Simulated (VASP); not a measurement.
# In3Cl (Pm-3m) in VASP: single point with PBE

Aim: the single point of In3Cl with PBE.

Everything below comes from runs of VASP 6.6.1. Logs are shortened: lines on timing, memory, paths and dates and some standing lists are left out, and cuts for length are marked.

### 1 The cell of the first run

It takes space group Pm-3m (No. 221, cubic). The conventional cell has a = 4.843 Å, b = 4.843 Å, c = 4.843 Å, α = 90.00°, β = 90.00°, γ = 90.00°. Within 4.5 Å of In (site symmetry 4/mmm) lie 8 In at 3.42 Å and 4 Cl at 3.42 Å. Within 4.5 Å of Cl (site symmetry m-3m) lie 12 In at 3.42 Å.

### 2 Single point, PBE

Input file INCAR:

```
SYSTEM = In3Cl
PREC = Accurate ; ENCUT = 520
EDIFF = 1E-6 ; ISMEAR = 0
SIGMA = 0.1 ; LREAL = .False.
LASPH = .True. ; NELM = 100
ALGO = Normal ; ISIF = 2
LWAVE = .False. ; LCHARG = .False.
GGA = PE ; NBANDS = 31
```

Input file KPOINTS:

```
regular mesh
0
Gamma
  10 10 10
  0 0 0
```

Input file POSCAR:

```
In3Cl
1.0
    4.8425531082      0.0000000000      0.0000000000
    0.0000000000      4.8425531082      0.0000000000
    0.0000000000      0.0000000000      4.8425531082
In Cl
3 1
Direct
    0.0000000000      0.5000000000      0.5000000000
    0.5000000000      0.0000000000      0.5000000000
    0.5000000000      0.5000000000      0.0000000000
    0.0000000000      0.0000000000      0.0000000000
```

Potentials or basis: VASP PAW PBE potentials, release 64 (In_d, Cl).

Started as:

```console
cat potpaw_PBE.64/In_d/POTCAR potpaw_PBE.64/Cl/POTCAR > POTCAR
mpirun -np 1 vasp_std > vasp.out
```

OUTCAR:

```text
SYSTEM = In3Cl
   PREC = Accurate
   ENCUT = 520
   EDIFF = 1E-6
   ISMEAR = 0
   LREAL = .False.
   LASPH = .True.
   NELM = 100
   ISIF = 2
   GGA = PE

 ion  position               nearest neighbor table
   1  0.000  0.500  0.500-   2 3.42   3 3.42   3 3.42   2 3.42   2 3.42   3 3.42   3 3.42   2 3.42

   2  0.500  0.000  0.500-   1 3.42   3 3.42   3 3.42   1 3.42   3 3.42   3 3.42   1 3.42   1 3.42

   3  0.500  0.500  0.000-   1 3.42   2 3.42   1 3.42   2 3.42   2 3.42   2 3.42   1 3.42   1 3.42

   4  0.000  0.000  0.000-

  LATTYP: Found a simple cubic cell.
 ALAT       =     4.8425531082

  Lattice vectors:

 A1 = (   4.8425531082,   0.0000000000,   0.0000000000)
 A2 = (   0.0000000000,   4.8425531082,   0.0000000000)
 A3 = (   0.0000000000,   0.0000000000,   4.8425531082)

Analysis of symmetry for initial positions (statically):
=====================================================================
 Subroutine PRICEL returns:
 Original cell was already a primitive cell.

 Routine SETGRP: Setting up the symmetry group for a
 simple cubic supercell.

 Subroutine GETGRP returns: Found 48 space group operations
 (whereof 48 operations were pure point group operations)
 out of a pool of 48 trial point group operations.

The static configuration has the point symmetry O_h .

Analysis of symmetry for dynamics (positions and initial velocities):
=====================================================================
 Subroutine PRICEL returns:
 Original cell was already a primitive cell.

 Routine SETGRP: Setting up the symmetry group for a
 simple cubic supercell.

 Subroutine GETGRP returns: Found 48 space group operations
 (whereof 48 operations were pure point group operations)
 out of a pool of 48 trial point group operations.

The dynamic configuration has the point symmetry O_h .

 Subroutine INISYM returns: Found 48 space group operations
 (whereof 48 operations are pure point group operations),
 and found     1 'primitive' translations

----------------------------------------------------------------------------------------

                                     Primitive cell

  volume of cell :     113.5594

  direct lattice vectors                    reciprocal lattice vectors
     4.842553108  0.000000000  0.000000000     0.206502640  0.000000000  0.000000000
     0.000000000  4.842553108  0.000000000     0.000000000  0.206502640  0.000000000
     0.000000000  0.000000000  4.842553108     0.000000000  0.000000000  0.206502640

  length of vectors
     4.842553108  4.842553108  4.842553108     0.206502640  0.206502640  0.206502640

  position of ions in fractional coordinates (direct lattice)
     0.000000000  0.500000000  0.500000000
     0.500000000  0.000000000  0.500000000
     0.500000000  0.500000000  0.000000000
     0.000000000  0.000000000  0.000000000

  ion indices of the primitive-cell ions
   primitive index   ion index
                 1           1
                 2           2
                 3           3
                 4           4

----------------------------------------------------------------------------------------

 KPOINTS: regular mesh

Automatic generation of k-mesh.
 Grid dimensions read from file:
 generate k-points for:   10   10   10

 Generating k-lattice:

  Cartesian coordinates                     Fractional coordinates (reciprocal lattice)
     0.020650264  0.000000000  0.000000000     0.100000000  0.000000000  0.000000000
     0.000000000  0.020650264  0.000000000     0.000000000  0.100000000  0.000000000
     0.000000000  0.000000000  0.020650264     0.000000000  0.000000000  0.100000000

  Length of vectors
     0.020650264  0.020650264  0.020650264

  Shift w.r.t. Gamma in fractional coordinates (k-lattice)
     0.000000000  0.000000000  0.000000000

 Subroutine IBZKPT returns following result:
 ===========================================

 Found     56 irreducible k-points:

 Following reciprocal coordinates:
            Coordinates               Weight
  0.000000  0.000000  0.000000      1.000000
  0.100000  0.000000  0.000000      6.000000
  0.200000  0.000000  0.000000      6.000000
  0.300000  0.000000  0.000000      6.000000
  0.400000  0.000000  0.000000      6.000000
  0.500000  0.000000  0.000000      3.000000
[... 16 lines left out ...]
  0.200000  0.100000  0.100000     24.000000
  0.300000  0.100000  0.100000     24.000000
 [... further k-points ...]
   k-points           NKPTS =     56   k-points in BZ     NKDIM =     56   number of bands    NBANDS=     31
   number of dos      NEDOS =    301   number of ions     NIONS =      4
   total plane-waves  NPLWV =  46656
   dimension x,y,z NGX =    36 NGY =   36 NGZ =   36
   dimension x,y,z NGXF=    72 NGYF=   72 NGZF=   72
   ions per type =               3   1
   NGX,Y,Z   is equivalent  to a cutoff of  12.36, 12.36, 12.36 a.u.
   NGXF,Y,Z  is equivalent  to a cutoff of  24.72, 24.72, 24.72 a.u.
 SYSTEM =  In3Cl
   PREC   = accura    normal or accurate (medium, high low for compatibility)
   ISTART =      0    job   : 0-new  1-cont  2-samecut
   ICHARG =      2    charge: 1-file 2-atom 10-const
   ISPIN  =      1    spin polarized calculation?
   LNONCOLLINEAR =      F non collinear calculations
   LSORBIT =      F    spin-orbit coupling
   LASPH  =      T    aspherical Exc in radial PAW
   ENCUT  =  520.0 eV  38.22 Ry    6.18 a.u.   9.00  9.00  9.00*2*pi/ulx,y,z
   NELM   =    100;   NELMIN=  2; NELMDL= -5     # of ELM steps
   EDIFF  = 0.1E-05   stopping-criterion for ELM
   LREAL  =      F    real-space projection
   EDIFFG = 0.1E-04   stopping-criterion for IOM
   NSW    =      0    number of steps for IOM
   IBRION =     -1    ionic relax: 0-MD 1-quasi-New 2-CG
   NFREE  =      0    steps in history (QN), initial steepest desc. (CG)
   ISIF   =      2    stress and relaxation
   ISYM   =      2    0-nonsym 1-usesym 2-fastsym
   POTIM  = 0.5000    time-step for ionic-motion
   TEBEG  =    0.0;   TEEND  =   0.0 temperature during run
   PSTRESS=    0.0 pullay stress
   NELECT =      46.0000    total number of electrons
   NUPDOWN=      -1.0000    fix difference up-down
   EMIN   =  10.00;   EMAX   =-10.00  energy-range for DOS
   EFERMI =   0.00;   METHOD = LEGACY
   ISMEAR =     0;   SIGMA  =   0.10  broadening in eV -4-tet -1-fermi 0-gaus
   EFERMI_NEDOS =   21; number of points for ismear=-14 and -15
   IALGO  =     38    algorithm
   IMIX   =      4    mixing-type and parameters
     AMIX     =   0.40;   BMIX     =  1.00
     AMIX_MAG =   1.60;   BMIX_MAG =  1.00
  volume/ion in A,a.u.               =      28.39       191.58
  Fermi-wavevector in a.u.,A,eV,Ry     =   1.211304  2.289032 19.963239  1.467257
  Thomas-Fermi vector in A             =   2.346823
   LORBIT       =      0    0 simple, 1 ext, 2 COOP (PROOUT), +10 PAW based schemes
   GGA     = PE    functional components
   LHFCALC =     F    Hartree Fock is set to
   AEXX    =    0.0000 exact exchange contribution
   IVDW    =     0    specifies the selected vdW correction
   LEPSILON=     F    determine dielectric tensor
   LRPA    =     F    only Hartree local field effects (RPA)
 non-spin polarized calculation
 Gauss-broadening in eV      SIGMA  =   0.10
  energy-cutoff  :      520.00
  volume of cell :      113.56
 maximum number of plane-waves:      3112
   NGX = 19   NGY = 19   NGZ = 19

 number of electron      45.9999990 magnetization

 Free energy of the ion-electron system (eV)
  ---------------------------------------------------
  ext. energy  EPLUGINS =         0.00000000
  ---------------------------------------------------
  free energy    TOTEN  =       -10.34195817 eV

  energy without entropy =      -10.32711014  energy(sigma->0) =      -10.33453415

 E-fermi :   5.7637     XC(G=0):  -9.4349

 val. band max:        5.7632476085   @ k =   0.4000   0.1000   0.0000
 cond. band min:       5.7730971519   @ k =   0.2000   0.0000   0.0000
 fundamental gap:      0.0098495434
 Fermi energy:         5.7636792424

 k-point     1 :       0.0000    0.0000    0.0000
  band No.  band energies     occupation
      1      -9.9754      2.00000
      2      -9.1740      2.00000
      3      -9.1740      2.00000
      4      -9.1740      2.00000
      5      -9.1037      2.00000
      6      -9.1037      2.00000
[... 23 lines left out ...]
     30      12.5589      0.00000
     31      12.5603      0.00000

 k-point     2 :       0.1000    0.0000    0.0000
  band No.  band energies     occupation
      1      -9.9687      2.00000
      2      -9.1723      2.00000
      3      -9.1658      2.00000
      4      -9.1658      2.00000
      5      -9.1027      2.00000
      6      -9.0984      2.00000
[... 23 lines left out ...]
     30      12.4314      0.00000
     31      12.7117      0.00000

 k-point     3 :       0.2000    0.0000    0.0000
  band No.  band energies     occupation
      1      -9.9508      2.00000
      2      -9.1679      2.00000
      3      -9.1421      2.00000
      4      -9.1421      2.00000
      5      -9.1005      2.00000
      6      -9.0834      2.00000
[... 23 lines left out ...]
     30      11.9349      0.00000
     31      12.3972      0.00000

 k-point     4 :       0.3000    0.0000    0.0000
  band No.  band energies     occupation
      1      -9.9280      2.00000
      2      -9.1621      2.00000
      3      -9.1054      2.00000
      4      -9.1054      2.00000
      5      -9.0980      2.00000
      6      -9.0613      2.00000
[... 23 lines left out ...]
     30      11.9376      0.00000
     31      11.9377      0.00000

 k-point     5 :       0.4000    0.0000    0.0000
  band No.  band energies     occupation
      1      -9.9089      2.00000
      2      -9.1571      2.00000
      3      -9.0964      2.00000
      4      -9.0622      2.00000
      5      -9.0622      2.00000
      6      -9.0389      2.00000
[... 23 lines left out ...]
     30      11.5809      0.00000
     31      11.5809      0.00000
[... 542 lines left out ...]
     30      12.9367      0.00000
     31      13.1062      0.00000

 k-point    22 :       0.1000    0.1000    0.1000
  band No.  band energies     occupation
      1      -9.9571      2.00000
      2      -9.1621      2.00000
      3      -9.1550      2.00000
      4      -9.1550      2.00000
      5      -9.0933      2.00000
      6      -9.0933      2.00000
[... 23 lines left out ...]
     30      11.5875      0.00000
     31      12.7370      0.00000

 k-point    23 :       0.2000    0.1000    0.1000
  band No.  band energies     occupation
      1      -9.9425      2.00000
      2      -9.1553      2.00000
      3      -9.1370      2.00000
      4      -9.1363      2.00000
      5      -9.0895      2.00000
      6      -9.0756      2.00000
[... 23 lines left out ...]
     30      11.6121      0.00000
     31      12.5231      0.00000

 k-point    24 :       0.3000    0.1000    0.1000
  band No.  band energies     occupation
      1      -9.9241      2.00000
      2      -9.1489      2.00000
      3      -9.1103      2.00000
      4      -9.1073      2.00000
      5      -9.0806      2.00000
      6      -9.0499      2.00000
[... 23 lines left out ...]
     30      11.8578      0.00000
     31      12.0652      0.00000

 [... further k-points ...]
[... 5 lines left out ...]
  --------------------------------------------------------------------------------------
  -------------------------------------------------------------------------------------
  Total       -0.0406778     -0.0406778     -0.0406778     -0.0000000     -0.0000000      0.0000000
  in kB       -0.5739112     -0.5739112     -0.5739112     -0.0000000     -0.0000000      0.0000000
  external PRESSURE =      -0.5739112 kB  Pullay stress =       0.0000000 kB

 VOLUME and BASIS-vectors are now :
 -----------------------------------------------------------------------------
  energy-cutoff  :      520.00
  volume of cell :      113.56
      direct lattice vectors                 reciprocal lattice vectors
     4.842553108  0.000000000  0.000000000     0.206502640  0.000000000  0.000000000
     0.000000000  4.842553108  0.000000000     0.000000000  0.206502640  0.000000000
     0.000000000  0.000000000  4.842553108     0.000000000  0.000000000  0.206502640

 POSITION                                       TOTAL-FORCE (eV/Angst)
 -----------------------------------------------------------------------------------
      0.00000      2.42128      2.42128         0.000000      0.000000      0.000000
      2.42128      0.00000      2.42128         0.000000      0.000000      0.000000
      2.42128      2.42128      0.00000         0.000000      0.000000      0.000000
      0.00000      0.00000      0.00000         0.000000      0.000000      0.000000
 -----------------------------------------------------------------------------------
    total drift:                                0.000000      0.000000      0.000000

  FREE ENERGIE OF THE ION-ELECTRON SYSTEM (eV)
  ---------------------------------------------------
  free  energy   TOTEN  =       -10.3419581658 eV

  energy  without entropy=      -10.3271101385  energy(sigma->0) =      -10.33453415
```

Run time: 84 s. Hardware: 1 thread of AMD EPYC 9R45 (Zen 5), shared host; peak memory 0.26 GiB.

What came out:

| Item | Value |
| --- | --- |
| Free energy | -10.3420 eV |
| Pressure | -0.1 GPa |
| Band gap on the k mesh | zero (band 23 reaches 5.98 eV, above the bottom of band 24 at 5.27 eV) |

Caveat: spin-orbit coupling is left out, which moves the levels of the heavy elements.
